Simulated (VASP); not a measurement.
# CdS (P6_3mc) in VASP: notebook

The runs below take CdS through single point, with PBE.

Everything below comes from runs of VASP 6.6.1. Logs are shortened: lines on timing, memory, paths and dates and some standing lists are left out, and cuts for length are marked.

### 1 The cell of the first run

It takes space group P6_3mc (No. 186, hexagonal). Conventional cell: a = 4.150 Å, b = 4.150 Å, c = 6.737 Å, α = 90.00°, β = 90.00°, γ = 120.00°. Cd (site symmetry 3m) has 4 S at 2.53 to 2.54 Å within 3.3 Å. S (site symmetry 3m) has 4 Cd at 2.53 to 2.54 Å within 3.3 Å.

### 2 Single point, PBE

Contents of INCAR:

```
SYSTEM = CdS
ALGO     = Normal         ! electronic algorithm
EDIFF    = 1E-7           ! SCF threshold, eV
ENCUT    = 520            ! plane-wave cutoff, eV
GGA      = PE             ! functional
ISIF     = 2              ! what is computed and relaxed
ISMEAR   = 0              ! smearing method
LASPH    = .True.         ! aspherical terms in the spheres
LCHARG   = .False.        ! write CHGCAR
LREAL    = .False.        ! projectors in reciprocal space
LWAVE    = .False.        ! write WAVECAR
NBANDS   = 26             ! bands
NELM     = 60             ! most SCF steps
PREC     = Accurate       ! precision mode
SIGMA    = 0.01           ! smearing width, eV
```

Contents of KPOINTS:

```
k-points
0
Gamma
  6 6 4
  0 0 0
```

Contents of POSCAR:

```
CdS
1.0
    4.1500000000      0.0000000000      0.0000000000
   -2.0750000000      3.5940100000      0.0000000000
    0.0000000000      0.0000000000      6.7370000000
Cd S
2 2
Direct
    0.3333333333      0.6666666667      0.0000000000
    0.6666666667      0.3333333333      0.5000000000
    0.3333333333      0.6666666667      0.3750000000
    0.6666666667      0.3333333333      0.8750000000
```

Potentials or basis: VASP PAW PBE potentials, release 64 (Cd, S).

Command:

```sh
cat potpaw_PBE.64/Cd/POTCAR potpaw_PBE.64/S/POTCAR > POTCAR
mpirun -np 1 vasp_std > vasp.out
```

OUTCAR:

```text
SYSTEM = CdS
   EDIFF = 1E-7
   ENCUT = 520
   GGA = PE
   ISIF = 2
   ISMEAR = 0
   LASPH = .True.
   LREAL = .False.
   NELM = 60
   PREC = Accurate

 ion  position               nearest neighbor table
   1  0.333  0.667  0.000-   3 2.53   4 2.54   4 2.54   4 2.54
   2  0.667  0.333  0.500-   4 2.53   3 2.54   3 2.54   3 2.54
   3  0.333  0.667  0.375-   1 2.53   2 2.54   2 2.54   2 2.54
   4  0.667  0.333  0.875-   2 2.53   1 2.54   1 2.54   1 2.54

  LATTYP: Found a hexagonal cell.
 ALAT       =     4.1500000000
 C/A-ratio  =     1.6233734940

  Lattice vectors:

 A1 = (   4.1500000000,   0.0000000000,   0.0000000000)
 A2 = (  -2.0750000000,   3.5940100000,   0.0000000000)
 A3 = (   0.0000000000,   0.0000000000,   6.7370000000)

Analysis of symmetry for initial positions (statically):
=====================================================================
 Subroutine PRICEL returns:
 Original cell was already a primitive cell.

 Routine SETGRP: Setting up the symmetry group for a
 hexagonal supercell.

 Subroutine GETGRP returns: Found 12 space group operations
 (whereof  6 operations were pure point group operations)
 out of a pool of 24 trial point group operations.

The static configuration has the point symmetry C_3v.
 The point group associated with its full space group is C_6v.

Analysis of symmetry for dynamics (positions and initial velocities):
=====================================================================
 Subroutine PRICEL returns:
 Original cell was already a primitive cell.

 Routine SETGRP: Setting up the symmetry group for a
 hexagonal supercell.

 Subroutine GETGRP returns: Found 12 space group operations
 (whereof  6 operations were pure point group operations)
 out of a pool of 24 trial point group operations.

The dynamic configuration has the point symmetry C_3v.
 The point group associated with its full space group is C_6v.

 Subroutine INISYM returns: Found 12 space group operations
 (whereof  6 operations are pure point group operations),
 and found     1 'primitive' translations

----------------------------------------------------------------------------------------

                                     Primitive cell

  volume of cell :     100.4833

  direct lattice vectors                    reciprocal lattice vectors
     4.150000000  0.000000000  0.000000000     0.240963855  0.139120370  0.000000000
    -2.075000000  3.594010000  0.000000000     0.000000000  0.278240739  0.000000000
     0.000000000  0.000000000  6.737000000     0.000000000  0.000000000  0.148434021

  length of vectors
     4.150000000  4.150003961  6.737000000     0.278241005  0.278240739  0.148434021

  position of ions in fractional coordinates (direct lattice)
     0.333333333  0.666666667  0.000000000
     0.666666667  0.333333333  0.500000000
     0.333333333  0.666666667  0.375000000
     0.666666667  0.333333333  0.875000000

  ion indices of the primitive-cell ions
   primitive index   ion index
                 1           1
                 2           2
                 3           3
                 4           4

----------------------------------------------------------------------------------------

 KPOINTS: k-points

Automatic generation of k-mesh.
 Grid dimensions read from file:
 generate k-points for:    6    6    4

 Generating k-lattice:

  Cartesian coordinates                     Fractional coordinates (reciprocal lattice)
     0.040160643  0.023186728  0.000000000     0.166666667  0.000000000  0.000000000
     0.000000000  0.046373457  0.000000000     0.000000000  0.166666667  0.000000000
     0.000000000  0.000000000  0.037108505     0.000000000  0.000000000  0.250000000

  Length of vectors
     0.046373501  0.046373457  0.037108505

  Shift w.r.t. Gamma in fractional coordinates (k-lattice)
     0.000000000  0.000000000  0.000000000

 Subroutine IBZKPT returns following result:
 ===========================================

 Found     21 irreducible k-points:

 Following reciprocal coordinates:
            Coordinates               Weight
  0.000000  0.000000  0.000000      1.000000
  0.166667  0.000000  0.000000      6.000000
  0.333333 -0.000000  0.000000      6.000000
  0.500000 -0.000000  0.000000      3.000000
  0.166667  0.166667  0.000000      6.000000
  0.333333  0.166667  0.000000     12.000000
[... 13 lines left out ...]
  0.333333  0.166667  0.500000     12.000000
  0.333333  0.333333  0.500000      2.000000
   k-points           NKPTS =     21   k-points in BZ     NKDIM =     21   number of bands    NBANDS=     26
   number of dos      NEDOS =    301   number of ions     NIONS =      4
   total plane-waves  NPLWV =  51200
   dimension x,y,z NGX =    32 NGY =   32 NGZ =   50
   dimension x,y,z NGXF=    64 NGYF=   64 NGZF=  100
   ions per type =               2   2
   NGX,Y,Z   is equivalent  to a cutoff of  12.82, 12.82, 12.34 a.u.
   NGXF,Y,Z  is equivalent  to a cutoff of  25.64, 25.64, 24.68 a.u.
 SYSTEM =  CdS
   PREC   = accura    normal or accurate (medium, high low for compatibility)
   ISTART =      0    job   : 0-new  1-cont  2-samecut
   ICHARG =      2    charge: 1-file 2-atom 10-const
   ISPIN  =      1    spin polarized calculation?
   LNONCOLLINEAR =      F non collinear calculations
   LSORBIT =      F    spin-orbit coupling
   LASPH  =      T    aspherical Exc in radial PAW
   ENCUT  =  520.0 eV  38.22 Ry    6.18 a.u.   7.72  7.72 12.53*2*pi/ulx,y,z
   NELM   =     60;   NELMIN=  2; NELMDL= -5     # of ELM steps
   EDIFF  = 0.1E-06   stopping-criterion for ELM
   LREAL  =      F    real-space projection
   EDIFFG = 0.1E-05   stopping-criterion for IOM
   NSW    =      0    number of steps for IOM
   IBRION =     -1    ionic relax: 0-MD 1-quasi-New 2-CG
   NFREE  =      0    steps in history (QN), initial steepest desc. (CG)
   ISIF   =      2    stress and relaxation
   ISYM   =      2    0-nonsym 1-usesym 2-fastsym
   POTIM  = 0.5000    time-step for ionic-motion
   TEBEG  =    0.0;   TEEND  =   0.0 temperature during run
   PSTRESS=    0.0 pullay stress
   NELECT =      36.0000    total number of electrons
   NUPDOWN=      -1.0000    fix difference up-down
   EMIN   =  10.00;   EMAX   =-10.00  energy-range for DOS
   EFERMI =   0.00;   METHOD = LEGACY
   ISMEAR =     0;   SIGMA  =   0.01  broadening in eV -4-tet -1-fermi 0-gaus
   EFERMI_NEDOS =   21; number of points for ismear=-14 and -15
   IALGO  =     38    algorithm
   IMIX   =      4    mixing-type and parameters
     AMIX     =   0.40;   BMIX     =  1.00
     AMIX_MAG =   1.60;   BMIX_MAG =  1.00
  volume/ion in A,a.u.               =      25.12       169.52
  Fermi-wavevector in a.u.,A,eV,Ry     =   1.162727  2.197235 18.394174  1.351934
  Thomas-Fermi vector in A             =   2.299285
   LORBIT       =      0    0 simple, 1 ext, 2 COOP (PROOUT), +10 PAW based schemes
   GGA     = PE    functional components
   LHFCALC =     F    Hartree Fock is set to
   AEXX    =    0.0000 exact exchange contribution
   IVDW    =     0    specifies the selected vdW correction
   LEPSILON=     F    determine dielectric tensor
   LRPA    =     F    only Hartree local field effects (RPA)
 non-spin polarized calculation
 Gauss-broadening in eV      SIGMA  =   0.01
  energy-cutoff  :      520.00
  volume of cell :      100.48
 maximum number of plane-waves:      2731
 NGX is ok and might be reduce to    32
   NGX = 15   NGY = 15   NGZ = 25

 number of electron      35.9999997 magnetization

 Free energy of the ion-electron system (eV)
  ---------------------------------------------------
  ext. energy  EPLUGINS =         0.00000000
  ---------------------------------------------------
  free energy    TOTEN  =       -12.26566234 eV

  energy without entropy =      -12.26566234  energy(sigma->0) =      -12.26566234

 E-fermi :   1.2988     XC(G=0):  -9.0847

 val. band max:        1.2062908692   @ k =   0.0000   0.0000   0.0000
 cond. band min:       2.4047997764   @ k =   0.0000   0.0000   0.0000
 fundamental gap:      1.1985089072
 Fermi energy:         1.2987512897

 k-point     1 :       0.0000    0.0000    0.0000
  band No.  band energies     occupation
      1     -11.0903      2.00000
      2     -10.6656      2.00000
      3      -6.4675      2.00000
      4      -6.4454      2.00000
      5      -6.4454      2.00000
      6      -6.3600      2.00000
[... 18 lines left out ...]
     25       8.7933      0.00000
     26       8.9082      0.00000

 k-point     2 :       0.1667    0.0000    0.0000
  band No.  band energies     occupation
      1     -10.9982      2.00000
      2     -10.6268      2.00000
      3      -6.4341      2.00000
      4      -6.4101      2.00000
      5      -6.3768      2.00000
      6      -6.3150      2.00000
[... 18 lines left out ...]
     25       8.7539      0.00000
     26       9.3610      0.00000

 k-point     3 :       0.3333   -0.0000    0.0000
  band No.  band energies     occupation
      1     -10.7990      2.00000
      2     -10.5624      2.00000
      3      -6.3791      2.00000
      4      -6.3572      2.00000
      5      -6.2412      2.00000
      6      -6.2037      2.00000
[... 18 lines left out ...]
     25       9.5412      0.00000
     26      10.0306      0.00000

 k-point     4 :       0.5000   -0.0000    0.0000
  band No.  band energies     occupation
      1     -10.6812      2.00000
      2     -10.5482      2.00000
      3      -6.3626      2.00000
      4      -6.3415      2.00000
      5      -6.1646      2.00000
      6      -6.1546      2.00000
[... 18 lines left out ...]
     25       9.5938      0.00000
     26      11.3435      0.00000

 k-point     5 :       0.1667    0.1667    0.0000
  band No.  band energies     occupation
      1     -10.8518      2.00000
      2     -10.5762      2.00000
      3      -6.3797      2.00000
      4      -6.3771      2.00000
      5      -6.2580      2.00000
      6      -6.2576      2.00000
[... 18 lines left out ...]
     25       9.3294      0.00000
     26       9.8236      0.00000

 k-point     6 :       0.3333    0.1667    0.0000
  band No.  band energies     occupation
      1     -10.6826      2.00000
      2     -10.5487      2.00000
      3      -6.3729      2.00000
      4      -6.3179      2.00000
      5      -6.1854      2.00000
      6      -6.1664      2.00000
[... 340 lines left out ...]
 k-point    18 :       0.5000   -0.0000    0.5000
  band No.  band energies     occupation
      1     -10.6043      2.00000
      2     -10.6043      2.00000
      3      -6.3317      2.00000
      4      -6.3317      2.00000
      5      -6.2439      2.00000
      6      -6.2439      2.00000
[... 18 lines left out ...]
     25       9.5965      0.00000
     26       9.5965      0.00000

 k-point    19 :       0.1667    0.1667    0.5000
  band No.  band energies     occupation
      1     -10.7054      2.00000
      2     -10.7054      2.00000
      3      -6.3302      2.00000
      4      -6.3302      2.00000
      5      -6.3010      2.00000
      6      -6.3010      2.00000
[... 18 lines left out ...]
     25       9.1942      0.00000
     26       9.1942      0.00000

 k-point    20 :       0.3333    0.1667    0.5000
  band No.  band energies     occupation
      1     -10.6052      2.00000
      2     -10.6052      2.00000
      3      -6.3069      2.00000
      4      -6.3069      2.00000
      5      -6.2538      2.00000
      6      -6.2538      2.00000
[... 18 lines left out ...]
     25       9.6707      0.00000
     26       9.6707      0.00000

 k-point    21 :       0.3333    0.3333    0.5000
  band No.  band energies     occupation
      1     -10.5730      2.00000
      2     -10.5730      2.00000
      3      -6.2777      2.00000
      4      -6.2777      2.00000
      5      -6.2543      2.00000
      6      -6.2543      2.00000
[... 18 lines left out ...]
     25      10.5399      0.00000
     26      10.5399      0.00000

------------------------ aborting loop because EDIFF is reached ----------------------------------------

  FORCE on cell =-STRESS in cart. coord.  units (eV):
  Direction    XX          YY          ZZ          XY          YZ          ZX
  --------------------------------------------------------------------------------------
  -------------------------------------------------------------------------------------
  Total        1.3839696      1.3839731      1.7883750      0.0000000     -0.0000000      0.0000000
  in kB       22.0669950     22.0670512     28.5151237      0.0000000     -0.0000000      0.0000000
  external PRESSURE =      24.2163900 kB  Pullay stress =       0.0000000 kB

 VOLUME and BASIS-vectors are now :
 -----------------------------------------------------------------------------
  energy-cutoff  :      520.00
  volume of cell :      100.48
      direct lattice vectors                 reciprocal lattice vectors
     4.150000000  0.000000000  0.000000000     0.240963855  0.139120370  0.000000000
    -2.075000000  3.594010000  0.000000000     0.000000000  0.278240739  0.000000000
     0.000000000  0.000000000  6.737000000     0.000000000  0.000000000  0.148434021

 POSITION                                       TOTAL-FORCE (eV/Angst)
 -----------------------------------------------------------------------------------
     -0.00000      2.39601      0.00000         0.000000      0.000000     -0.068617
      2.07500      1.19800      3.36850        -0.000000      0.000000     -0.068617
     -0.00000      2.39601      2.52637         0.000000      0.000000      0.068617
      2.07500      1.19800      5.89487        -0.000000     -0.000000      0.068617
 -----------------------------------------------------------------------------------
    total drift:                               -0.000000     -0.000000     -0.000675

  FREE ENERGIE OF THE ION-ELECTRON SYSTEM (eV)
  ---------------------------------------------------
  free  energy   TOTEN  =       -12.2656623440 eV

  energy  without entropy=      -12.2656623440  energy(sigma->0) =      -12.26566234
```

Run time: 88 s. Hardware: 1 thread of AMD EPYC 7R43 (Zen 3), shared host; peak memory 0.19 GiB.

Results:

```
Free energy            : -12.2657 eV
Pressure               : 2.4 GPa
Largest force          : 0.069 eV/Å
Band gap on the k mesh : 1.20 eV
```

Forces on the atoms (eV/Å):
```
Cd   0.000  0.000 -0.069
Cd   0.000  0.000 -0.069
S    0.000  0.000  0.069
S    0.000  0.000  0.069
```

Stress tensor (GPa, compression positive):
```
2.21 0.00 0.00
0.00 2.21 0.00
0.00 0.00 2.85
```

(Part 1 of 2 ends here.)
